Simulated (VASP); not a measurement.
# PbSe in VASP: further runs

The runs below take PbSe through single point, with PBE, r2SCAN.

Everything below comes from runs of VASP 6.6.1. Logs are shortened: lines on timing, memory, paths and dates and some standing lists are left out, and cuts for length are marked.

## 1. The cell of the first run

The structure is cubic, space group Fm-3m (No. 225). The conventional cell has a = 6.177 Å, b = 6.177 Å, c = 6.177 Å, α = 90.00°, β = 90.00°, γ = 90.00°. Pb (site symmetry m-3m) has 6 Se at 3.09 Å within 4.1 Å. Within 4.1 Å of Se (site symmetry m-3m) lie 6 Pb at 3.09 Å.

## 2. Single point, PBE

Input file INCAR:

```
SYSTEM = PbSe
PREC     = Accurate       ! precision mode
ENCUT    = 520            ! plane-wave cutoff, eV
EDIFF    = 1E-6           ! SCF threshold, eV
ISMEAR   = -1             ! smearing method
SIGMA    = 0.02           ! smearing width, eV
LREAL    = .False.        ! projectors in reciprocal space
LASPH    = .True.         ! aspherical terms in the spheres
NELM     = 80             ! most SCF steps
ALGO     = Normal         ! electronic algorithm
ISIF     = 2              ! what is computed and relaxed
LWAVE    = .False.        ! write WAVECAR
LCHARG   = .False.        ! write CHGCAR
GGA      = PE             ! functional
NBANDS   = 17             ! bands
```

Input file KPOINTS:

```
regular mesh
0
Gamma
  8 8 8
  0 0 0
```

Input file POSCAR:

```
PbSe
1.0
    0.0000000000      3.0887022180      3.0887022180
    3.0887022180      0.0000000000      3.0887022180
    3.0887022180      3.0887022180      0.0000000000
Pb Se
1 1
Direct
    0.0000000000      0.0000000000      0.0000000000
    0.5000000000      0.5000000000      0.5000000000
```

Potentials or basis: VASP PAW PBE potentials, release 64 (Pb_d, Se).

The run is started by

```console
$ cat potpaw_PBE.64/Pb_d/POTCAR potpaw_PBE.64/Se/POTCAR > POTCAR
$ mpirun -np 1 vasp_std > vasp.out
```

OUTCAR:

```text
SYSTEM = PbSe
   PREC = Accurate
   ENCUT = 520
   EDIFF = 1E-6
   ISMEAR = -1
   LREAL = .False.
   LASPH = .True.
   NELM = 80
   ISIF = 2
   GGA = PE

 ion  position               nearest neighbor table
   1  0.000  0.000  0.000-   2 3.09   2 3.09   2 3.09   2 3.09   2 3.09   2 3.09
   2  0.500  0.500  0.500-   1 3.09   1 3.09   1 3.09   1 3.09   1 3.09   1 3.09

  LATTYP: Found a face centered cubic cell.
 ALAT       =     6.1774044360

  Lattice vectors:

 A1 = (   0.0000000000,   3.0887022180,   3.0887022180)
 A2 = (   3.0887022180,   0.0000000000,   3.0887022180)
 A3 = (   3.0887022180,   3.0887022180,   0.0000000000)

Analysis of symmetry for initial positions (statically):
=====================================================================
 Subroutine PRICEL returns:
 Original cell was already a primitive cell.

 Routine SETGRP: Setting up the symmetry group for a
 face centered cubic supercell.

 Subroutine GETGRP returns: Found 48 space group operations
 (whereof 48 operations were pure point group operations)
 out of a pool of 48 trial point group operations.

The static configuration has the point symmetry O_h .

Analysis of symmetry for dynamics (positions and initial velocities):
=====================================================================
 Subroutine PRICEL returns:
 Original cell was already a primitive cell.

 Routine SETGRP: Setting up the symmetry group for a
 face centered cubic supercell.

 Subroutine GETGRP returns: Found 48 space group operations
 (whereof 48 operations were pure point group operations)
 out of a pool of 48 trial point group operations.

The dynamic configuration has the point symmetry O_h .

 Subroutine INISYM returns: Found 48 space group operations
 (whereof 48 operations are pure point group operations),
 and found     1 'primitive' translations

----------------------------------------------------------------------------------------

                                     Primitive cell

  volume of cell :      58.9329

  direct lattice vectors                    reciprocal lattice vectors
     0.000000000  3.088702218  3.088702218    -0.161880287  0.161880287  0.161880287
     3.088702218  0.000000000  3.088702218     0.161880287 -0.161880287  0.161880287
[... 75 lines left out ...]
 SYSTEM =  PbSe
   PREC   = accura    normal or accurate (medium, high low for compatibility)
   ISTART =      0    job   : 0-new  1-cont  2-samecut
   ICHARG =      2    charge: 1-file 2-atom 10-const
   ISPIN  =      1    spin polarized calculation?
   LNONCOLLINEAR =      F non collinear calculations
   LSORBIT =      F    spin-orbit coupling
   LASPH  =      T    aspherical Exc in radial PAW
   ENCUT  =  520.0 eV  38.22 Ry    6.18 a.u.   8.12  8.12  8.12*2*pi/ulx,y,z
   NELM   =     80;   NELMIN=  2; NELMDL= -5     # of ELM steps
   EDIFF  = 0.1E-05   stopping-criterion for ELM
   LREAL  =      F    real-space projection
   EDIFFG = 0.1E-04   stopping-criterion for IOM
   NSW    =      0    number of steps for IOM
   IBRION =     -1    ionic relax: 0-MD 1-quasi-New 2-CG
   NFREE  =      0    steps in history (QN), initial steepest desc. (CG)
   ISIF   =      2    stress and relaxation
   ISYM   =      2    0-nonsym 1-usesym 2-fastsym
   POTIM  = 0.5000    time-step for ionic-motion
   TEBEG  =    0.0;   TEEND  =   0.0 temperature during run
   PSTRESS=    0.0 pullay stress
   NELECT =      20.0000    total number of electrons
   NUPDOWN=      -1.0000    fix difference up-down
   EMIN   =  10.00;   EMAX   =-10.00  energy-range for DOS
   EFERMI =   0.00;   METHOD = LEGACY
   ISMEAR =    -1;   SIGMA  =   0.02  broadening in eV -4-tet -1-fermi 0-gaus
   EFERMI_NEDOS =   21; number of points for ismear=-14 and -15
   IALGO  =     38    algorithm
   IMIX   =      4    mixing-type and parameters
     AMIX     =   0.40;   BMIX     =  1.00
     AMIX_MAG =   1.60;   BMIX_MAG =  1.00
  volume/ion in A,a.u.               =      29.47       198.85
  Fermi-wavevector in a.u.,A,eV,Ry     =   1.141911  2.157898 17.741452  1.303960
  Thomas-Fermi vector in A             =   2.278610
   LORBIT       =      0    0 simple, 1 ext, 2 COOP (PROOUT), +10 PAW based schemes
   GGA     = PE    functional components
   LHFCALC =     F    Hartree Fock is set to
   AEXX    =    0.0000 exact exchange contribution
   IVDW    =     0    specifies the selected vdW correction
   LEPSILON=     F    determine dielectric tensor
   LRPA    =     F    only Hartree local field effects (RPA)
 non-spin polarized calculation
  energy-cutoff  :      520.00
  volume of cell :       58.93
 maximum number of plane-waves:      1604
   NGX = 17   NGY = 17   NGZ = 17

 number of electron      19.9999993 magnetization

 Free energy of the ion-electron system (eV)
  ---------------------------------------------------
  ext. energy  EPLUGINS =         0.00000000
  ---------------------------------------------------
  free energy    TOTEN  =        -8.19519957 eV

  energy without entropy =       -8.19519907  energy(sigma->0) =       -8.19519932

 E-fermi :   4.9029     XC(G=0):  -9.4044

 val. band max:        4.7131959675   @ k =   0.5000   0.0000   0.0000
 cond. band min:       5.0927003227   @ k =   0.5000   0.0000   0.0000
 fundamental gap:      0.3795043553
 Fermi energy:         4.9029476697

 k-point     1 :       0.0000    0.0000    0.0000
  band No.  band energies     occupation
      1     -12.0601      2.00000
      2     -12.0601      2.00000
      3     -12.0601      2.00000
      4     -12.0548      2.00000
      5     -12.0548      2.00000
      6      -8.6314      2.00000
[... 457 lines left out ...]
      4     -12.0413      2.00000
      5     -12.0279      2.00000
      6      -7.4548      2.00000
[... 9 lines left out ...]
     16      15.5643      0.00000
     17      15.6192      0.00000

 [... further k-points ...]
[... 5 lines left out ...]
  --------------------------------------------------------------------------------------
  -------------------------------------------------------------------------------------
  Total        0.3398529      0.3398529      0.3398529     -0.0000000     -0.0000000      0.0000000
  in kB        9.2393926      9.2393926      9.2393926     -0.0000000     -0.0000000      0.0000000
  external PRESSURE =       9.2393926 kB  Pullay stress =       0.0000000 kB

 VOLUME and BASIS-vectors are now :
 -----------------------------------------------------------------------------
  energy-cutoff  :      520.00
  volume of cell :       58.93
      direct lattice vectors                 reciprocal lattice vectors
     0.000000000  3.088702218  3.088702218    -0.161880287  0.161880287  0.161880287
     3.088702218  0.000000000  3.088702218     0.161880287 -0.161880287  0.161880287
     3.088702218  3.088702218  0.000000000     0.161880287  0.161880287 -0.161880287

 POSITION                                       TOTAL-FORCE (eV/Angst)
 -----------------------------------------------------------------------------------
      0.00000      0.00000      0.00000        -0.000000      0.000000      0.000000
      3.08870      3.08870      3.08870         0.000000     -0.000000     -0.000000
 -----------------------------------------------------------------------------------
    total drift:                                0.000000     -0.000000     -0.000000

  FREE ENERGIE OF THE ION-ELECTRON SYSTEM (eV)
  ---------------------------------------------------
  free  energy   TOTEN  =        -8.1951995692 eV

  energy  without entropy=       -8.1951990725  energy(sigma->0) =       -8.19519932
```

stdout:

```text
POSCAR found type information on POSCAR PbSe
 POSCAR found :  2 types and       2 ions
 scaLAPACK will be used
 LDA part: xc-table for (Slater+PW92), standard interpolation
 POSCAR, INCAR and KPOINTS ok, starting setup
 FFT: planning ... GRIDC
 FFT: planning ... GRID_SOFT
 FFT: planning ... GRID
 WAVECAR not read
 entering main loop
```

Wall time 8.5 s (1 thread of Intel Xeon 6975P-C (Granite Rapids), shared host); peak memory 0.18 GiB.

Results:

- Free energy: -8.1952 eV
- Pressure: 0.9 GPa
- Band gap on the k mesh: 0.38 eV, direct

Levels at points of the mesh, in eV from the valence-band top:
| k point | band 7 | band 8 | band 9 | band 10 | band 11 | band 12 | band 13 | band 14 |
| --- | --- | --- | --- | --- | --- | --- | --- | --- |
| (0.00, 0.00, 0.00) | -6.33 | -1.73 | -1.73 | -1.73 | 4.67 | 4.67 | 4.67 | 6.60 |
| (0.50, 0.00, 0.00) | -8.63 | -1.35 | -1.35 | 0.00 | 0.38 | 1.78 | 1.78 | 8.54 |
| (0.50, 0.50, 0.00) | -7.32 | -4.74 | -3.04 | -3.04 | 3.83 | 5.53 | 5.53 | 5.95 |

Caveat: spin-orbit coupling is left out, which moves the levels of the heavy elements. A k mesh can miss the band edges.

## 3. Single point, r2SCAN

POSCAR is that of step 2.

Input file INCAR.step1:

```
SYSTEM = PbSe
ALGO = Normal
EDIFF = 1E-4
ENCUT = 520
GGA = PE
ISMEAR = 0
LASPH = .True.
LCHARG = .False.
LREAL = .False.
LWAVE = .True.
NBANDS = 17
NELM = 100
PREC = Accurate
SIGMA = 0.01
```

Input file INCAR.step2:

```
SYSTEM = PbSe
ALGO = Normal
EDIFF = 1E-6
ENCUT = 520
ISIF = 2
ISMEAR = 0
ISTART = 1
LASPH = .True.
LCHARG = .False.
LMIXTAU = .True.
LREAL = .False.
LWAVE = .False.
METAGGA = R2SCAN
NBANDS = 17
NELM = 100
PREC = Accurate
SIGMA = 0.01
```

Input file KPOINTS:

```
k-points
0
Gamma
  8 8 8
  0 0 0
```

Potentials or basis: VASP PAW PBE potentials, release 64 (Pb_d, Se).

The run is started by

```console
$ cat potpaw_PBE.64/Pb_d/POTCAR potpaw_PBE.64/Se/POTCAR > POTCAR
$ cp INCAR.step1 INCAR
$ mpirun -np 1 vasp_std > vasp.out
$ cp INCAR.step2 INCAR
$ mpirun -np 1 vasp_std > vasp.out
```

It took 29 s on 1 thread of Intel Xeon 6975P-C (Granite Rapids), shared host; peak memory 0.2 GiB.

Results (log left out):

| Quantity | Value |
| --- | --- |
| Free energy | -71.9394 eV |
| Pressure | 0.0 GPa |
| Band gap on the k mesh | 0.67 eV, direct |

Levels at points of the mesh, in eV from the valence-band top:
| k point | band 7 | band 8 | band 9 | band 10 | band 11 | band 12 | band 13 | band 14 |
| --- | --- | --- | --- | --- | --- | --- | --- | --- |
| (0.00, 0.00, 0.00) | -6.38 | -1.88 | -1.88 | -1.88 | 5.00 | 5.00 | 5.00 | 7.04 |
| (0.50, 0.00, 0.00) | -8.89 | -1.48 | -1.48 | 0.00 | 0.67 | 2.00 | 2.00 | 9.07 |
| (0.50, 0.50, 0.00) | -7.48 | -4.90 | -3.19 | -3.19 | 4.16 | 5.91 | 5.91 | 6.37 |

Caveat: the PAW data sets were made with another functional, which shifts forces and pressure a little; spin-orbit coupling is left out, which moves the levels of the heavy elements. A k mesh can miss the band edges.

(Continued in part 2 of 2.)
